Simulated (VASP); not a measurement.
# ScGa3 (Pm-3m) in VASP: electric field gradients with LDA

Aim: the electric field gradients of ScGa3 with LDA.

Program: VASP 6.6.1. These are calculated values, not measurements. Logs are shortened: lines on timing, memory, paths and dates and some standing lists are left out, and cuts for length are marked.

### 1 The cell of the first run

The structure is cubic, space group Pm-3m (No. 221). The conventional cell has a = 4.175 Å, b = 4.175 Å, c = 4.175 Å, α = 90.00°, β = 90.00°, γ = 90.00°. Within 3.9 Å of Sc (site symmetry m-3m) lie 12 Ga at 2.95 Å. Within 3.9 Å of Ga (site symmetry 4/mmm) lie 4 Sc at 2.95 Å and 8 Ga at 2.95 Å.

### 2 Electric field gradients, LDA (18.20 Å³/atom)

Input file INCAR:

```
ALGO     = Normal         # electronic algorithm
EDIFF    = 1E-8           # SCF threshold, eV
ENCUT    = 520            # plane-wave cutoff, eV
GGA      = CA             # functional
ISIF     = 2              # what is computed and relaxed
ISMEAR   = -1             # smearing method
LASPH    = T              # aspherical terms in the spheres
LCHARG   = F              # write CHGCAR
LEFG     = T            
LREAL    = F              # projectors in reciprocal space
LWAVE    = F              # write WAVECAR
NBANDS   = 33             # bands
NELM     = 80             # most SCF steps
PREC     = Accurate       # precision mode
SIGMA    = 0.05           # smearing width, eV
```

Input file KPOINTS:

```
k-points
0
Gamma
  9 9 9
```

Input file POSCAR:

```
ScGa3
1.0
    4.1753145078      0.0000000000      0.0000000000
    0.0000000000      4.1753145078      0.0000000000
    0.0000000000      0.0000000000      4.1753145078
Sc Ga
1 3
Direct
    0.0000000000      0.0000000000      0.0000000000
    0.0000000000      0.5000000000      0.5000000000
    0.5000000000      0.0000000000      0.5000000000
    0.5000000000      0.5000000000      0.0000000000
```

Potentials or basis: VASP PAW LDA potentials, release 64 (Sc_sv, Ga_d).

Launch:

```bash
> cat potpaw_LDA.64/Sc_sv/POTCAR potpaw_LDA.64/Ga_d/POTCAR > POTCAR
> mpirun -np 1 vasp_std > vasp.out
```

OUTCAR:

```text
EDIFF = 1E-8
   ENCUT = 520
   GGA = CA
   ISIF = 2
   ISMEAR = -1
   LASPH = T
   LREAL = F
   NELM = 80
   PREC = Accurate

 ion  position               nearest neighbor table
   1  0.000  0.000  0.000-   2 2.95   3 2.95   4 2.95   2 2.95   3 2.95   2 2.95   4 2.95   2 2.95
                             3 2.95   4 2.95   3 2.95   4 2.95
   2  0.000  0.500  0.500-   1 2.95   1 2.95   1 2.95   1 2.95
   3  0.500  0.000  0.500-   1 2.95   1 2.95   1 2.95   1 2.95
   4  0.500  0.500  0.000-   1 2.95   1 2.95   1 2.95   1 2.95

  LATTYP: Found a simple cubic cell.
 ALAT       =     4.1753145078

  Lattice vectors:

 A1 = (   4.1753145078,   0.0000000000,   0.0000000000)
 A2 = (   0.0000000000,   4.1753145078,   0.0000000000)
 A3 = (   0.0000000000,   0.0000000000,   4.1753145078)

Analysis of symmetry for initial positions (statically):
=====================================================================
 Subroutine PRICEL returns:
 Original cell was already a primitive cell.

 Routine SETGRP: Setting up the symmetry group for a
 simple cubic supercell.

 Subroutine GETGRP returns: Found 48 space group operations
 (whereof 48 operations were pure point group operations)
 out of a pool of 48 trial point group operations.

The static configuration has the point symmetry O_h .

Analysis of symmetry for dynamics (positions and initial velocities):
=====================================================================
 Subroutine PRICEL returns:
 Original cell was already a primitive cell.

 Routine SETGRP: Setting up the symmetry group for a
 simple cubic supercell.

 Subroutine GETGRP returns: Found 48 space group operations
 (whereof 48 operations were pure point group operations)
 out of a pool of 48 trial point group operations.

The dynamic configuration has the point symmetry O_h .

 Subroutine INISYM returns: Found 48 space group operations
 (whereof 48 operations are pure point group operations),
 and found     1 'primitive' translations

----------------------------------------------------------------------------------------

                                     Primitive cell

  volume of cell :      72.7893

  direct lattice vectors                    reciprocal lattice vectors
     4.175314508  0.000000000  0.000000000     0.239502916  0.000000000  0.000000000
     0.000000000  4.175314508  0.000000000     0.000000000  0.239502916  0.000000000
     0.000000000  0.000000000  4.175314508     0.000000000  0.000000000  0.239502916

  length of vectors
     4.175314508  4.175314508  4.175314508     0.239502916  0.239502916  0.239502916

  position of ions in fractional coordinates (direct lattice)
     0.000000000  0.000000000  0.000000000
     0.000000000  0.500000000  0.500000000
     0.500000000  0.000000000  0.500000000
     0.500000000  0.500000000  0.000000000

  ion indices of the primitive-cell ions
   primitive index   ion index
                 1           1
                 2           2
                 3           3
                 4           4

----------------------------------------------------------------------------------------

 KPOINTS: k-points

Automatic generation of k-mesh.
 Grid dimensions read from file:
 generate k-points for:    9    9    9

 Generating k-lattice:

  Cartesian coordinates                     Fractional coordinates (reciprocal lattice)
     0.026611435  0.000000000  0.000000000     0.111111111  0.000000000  0.000000000
     0.000000000  0.026611435  0.000000000     0.000000000  0.111111111  0.000000000
     0.000000000  0.000000000  0.026611435     0.000000000  0.000000000  0.111111111

  Length of vectors
     0.026611435  0.026611435  0.026611435

  Shift w.r.t. Gamma in fractional coordinates (k-lattice)
     0.000000000  0.000000000  0.000000000

 Subroutine IBZKPT returns following result:
 ===========================================

 Found     35 irreducible k-points:

 Following reciprocal coordinates:
            Coordinates               Weight
  0.000000  0.000000  0.000000      1.000000
  0.111111  0.000000  0.000000      6.000000
  0.222222  0.000000  0.000000      6.000000
  0.333333  0.000000  0.000000      6.000000
  0.444444  0.000000  0.000000      6.000000
  0.111111  0.111111  0.000000     12.000000
[... 16 lines left out ...]
  0.333333  0.333333  0.111111     24.000000
  0.444444  0.333333  0.111111     48.000000
 [... further k-points ...]
   k-points           NKPTS =     35   k-points in BZ     NKDIM =     35   number of bands    NBANDS=     33
   number of dos      NEDOS =    301   number of ions     NIONS =      4
   total plane-waves  NPLWV =  32768
   dimension x,y,z NGX =    32 NGY =   32 NGZ =   32
   dimension x,y,z NGXF=    64 NGYF=   64 NGZF=   64
   ions per type =               1   3
   NGX,Y,Z   is equivalent  to a cutoff of  12.74, 12.74, 12.74 a.u.
   NGXF,Y,Z  is equivalent  to a cutoff of  25.48, 25.48, 25.48 a.u.
 SYSTEM =  unknown system
   PREC   = accura    normal or accurate (medium, high low for compatibility)
   ISTART =      0    job   : 0-new  1-cont  2-samecut
   ICHARG =      2    charge: 1-file 2-atom 10-const
   ISPIN  =      1    spin polarized calculation?
   LNONCOLLINEAR =      F non collinear calculations
   LSORBIT =      F    spin-orbit coupling
   LASPH  =      T    aspherical Exc in radial PAW
   ENCUT  =  520.0 eV  38.22 Ry    6.18 a.u.   7.76  7.76  7.76*2*pi/ulx,y,z
   NELM   =     80;   NELMIN=  2; NELMDL= -5     # of ELM steps
   EDIFF  = 0.1E-07   stopping-criterion for ELM
   LREAL  =      F    real-space projection
   EDIFFG = 0.1E-06   stopping-criterion for IOM
   NSW    =      0    number of steps for IOM
   IBRION =     -1    ionic relax: 0-MD 1-quasi-New 2-CG
   NFREE  =      0    steps in history (QN), initial steepest desc. (CG)
   ISIF   =      2    stress and relaxation
   ISYM   =      2    0-nonsym 1-usesym 2-fastsym
   POTIM  = 0.5000    time-step for ionic-motion
   TEBEG  =    0.0;   TEEND  =   0.0 temperature during run
   PSTRESS=    0.0 pullay stress
   NELECT =      50.0000    total number of electrons
   NUPDOWN=      -1.0000    fix difference up-down
   EMIN   =  10.00;   EMAX   =-10.00  energy-range for DOS
   EFERMI =   0.00;   METHOD = LEGACY
   ISMEAR =    -1;   SIGMA  =   0.05  broadening in eV -4-tet -1-fermi 0-gaus
   EFERMI_NEDOS =   21; number of points for ismear=-14 and -15
   IALGO  =     38    algorithm
   IMIX   =      4    mixing-type and parameters
     AMIX     =   0.40;   BMIX     =  1.00
     AMIX_MAG =   1.60;   BMIX_MAG =  1.00
  volume/ion in A,a.u.               =      18.20       122.80
  Fermi-wavevector in a.u.,A,eV,Ry     =   1.444471  2.729655 28.388527  2.086498
  Thomas-Fermi vector in A             =   2.562763
   LORBIT       =      0    0 simple, 1 ext, 2 COOP (PROOUT), +10 PAW based schemes
   GGA     = CA    functional components
   LHFCALC =     F    Hartree Fock is set to
   AEXX    =    0.0000 exact exchange contribution
   IVDW    =     0    specifies the selected vdW correction
   LEPSILON=     F    determine dielectric tensor
   LRPA    =     F    only Hartree local field effects (RPA)
 non-spin polarized calculation
  energy-cutoff  :      520.00
  volume of cell :       72.79
 maximum number of plane-waves:      1973
 NGX is ok and might be reduce to    32
   NGX = 15   NGY = 15   NGZ = 15

 number of electron      49.9999961 magnetization

 Free energy of the ion-electron system (eV)
  ---------------------------------------------------
  ext. energy  EPLUGINS =         0.00000000
  ---------------------------------------------------
  free energy    TOTEN  =       -19.57719105 eV

  energy without entropy =      -19.56871965  energy(sigma->0) =      -19.57295535

 E-fermi :   5.6446     XC(G=0): -11.5099

 val. band max:        5.6389917690   @ k =   0.3333   0.3333   0.0000
 cond. band min:       5.7297068331   @ k =   0.2222   0.2222   0.1111
 fundamental gap:      0.0907150641
 Fermi energy:         5.6446119404

 k-point     1 :       0.0000    0.0000    0.0000
  band No.  band energies     occupation
      1     -43.2686      2.00000
      2     -22.2683      2.00000
      3     -22.2683      2.00000
      4     -22.2683      2.00000
      5      -9.4637      2.00000
      6      -9.4442      2.00000
[... 25 lines left out ...]
     32      10.4235      0.00000
     33      10.4235      0.00000
[... 797 lines left out ...]
      3     -22.2836      2.00000
      4     -22.2689      2.00000
      5      -9.3666      2.00000
      6      -9.3420      2.00000
[... 25 lines left out ...]
     32      10.1194      0.00000
     33      11.1621      0.00000

 [... further k-points ...]
[... 5 lines left out ...]
  --------------------------------------------------------------------------------------
  -------------------------------------------------------------------------------------
  Total       -3.9535659     -3.9535659     -3.9535659     -0.0000000     -0.0000000      0.0000000
  in kB      -87.0225850    -87.0225850    -87.0225850     -0.0000000     -0.0000000      0.0000000
  external PRESSURE =     -87.0225850 kB  Pullay stress =       0.0000000 kB

 VOLUME and BASIS-vectors are now :
 -----------------------------------------------------------------------------
  energy-cutoff  :      520.00
  volume of cell :       72.79
      direct lattice vectors                 reciprocal lattice vectors
     4.175314508  0.000000000  0.000000000     0.239502916  0.000000000  0.000000000
     0.000000000  4.175314508  0.000000000     0.000000000  0.239502916  0.000000000
     0.000000000  0.000000000  4.175314508     0.000000000  0.000000000  0.239502916

 POSITION                                       TOTAL-FORCE (eV/Angst)
 -----------------------------------------------------------------------------------
      0.00000      0.00000      0.00000         0.000000      0.000000      0.000000
      0.00000      2.08766      2.08766         0.000000      0.000000      0.000000
      2.08766      0.00000      2.08766         0.000000      0.000000      0.000000
      2.08766      2.08766      0.00000         0.000000      0.000000      0.000000
 -----------------------------------------------------------------------------------
    total drift:                                0.000000     -0.000000     -0.000000

  FREE ENERGIE OF THE ION-ELECTRON SYSTEM (eV)
  ---------------------------------------------------
  free  energy   TOTEN  =       -19.5771910493 eV

  energy  without entropy=      -19.5687196545  energy(sigma->0) =      -19.57295535

 Electric field gradients (V/A^2)
---------------------------------------------------------------------
 ion       V_xx      V_yy      V_zz      V_xy      V_xz      V_yz
---------------------------------------------------------------------
   1      -0.000     0.000    -0.000    -0.000    -0.000     0.000
   2      60.716   -30.358   -30.358    -0.000     0.000     0.000
   3     -30.358    60.716   -30.358     0.000     0.000     0.000
   4     -30.358   -30.358    60.716    -0.000     0.000     0.000
---------------------------------------------------------------------

 Electric field gradients after diagonalization (V/A^2)
 (convention: |V_zz| > |V_xx| > |V_yy|)
----------------------------------------------------------------------
 ion       V_xx      V_yy      V_zz     asymmetry (V_yy - V_xx)/ V_zz
----------------------------------------------------------------------
   1      -0.000     0.000    -0.000      -0.212
   2     -30.358   -30.358    60.716       0.000
   3     -30.358   -30.358    60.716       0.000
   4     -30.358   -30.358    60.716       0.000
----------------------------------------------------------------------

           NMR quadrupolar parameters

 Cq : quadrupolar parameter    Cq=e*Q*V_zz/h
 eta: asymmetry parameters     (V_yy - V_xx)/ V_zz
 Q  : nuclear electric quadrupole moment in mb (millibarn)
----------------------------------------------------------------------
 ion       Cq(MHz)       eta       Q (mb)
----------------------------------------------------------------------
   1      -0.000      -0.212       1.000
   2       0.147       0.000       1.000
   3       0.147       0.000       1.000
   4       0.147       0.000       1.000
----------------------------------------------------------------------
```

Run time: 74 s. Hardware: 1 thread of Oxide Virtual Turin-like, shared host; peak memory 0.16 GiB.

What came out:

```
Free energy                             : -19.5772 eV
Pressure                                : -8.7 GPa
Band gap on the k mesh                  : zero (bands 25 and 26 overlap by 3.03 eV)
Largest electric field gradient by atom : Sc -0.0; Ga +60.7 V/Å²
```

Electric field gradients, principal values (V/Å²):
| atom | least | middle | greatest (by size) |
| --- | --- | --- | --- |
| 1 Sc | 0.000 | 0.000 | 0.000 |
| 2 Ga | -30.358 | -30.358 | 60.716 |
| 3 Ga | -30.358 | -30.358 | 60.716 |
| 4 Ga | -30.358 | -30.358 | 60.716 |

Caveat: the cell stands under tension; without QUAD_EFG the Cq values of the log hold for a quadrupole moment of 1 mb, not for the nuclei.

The gap in the log of VASP goes by the Fermi energy; the results here count the filled bands.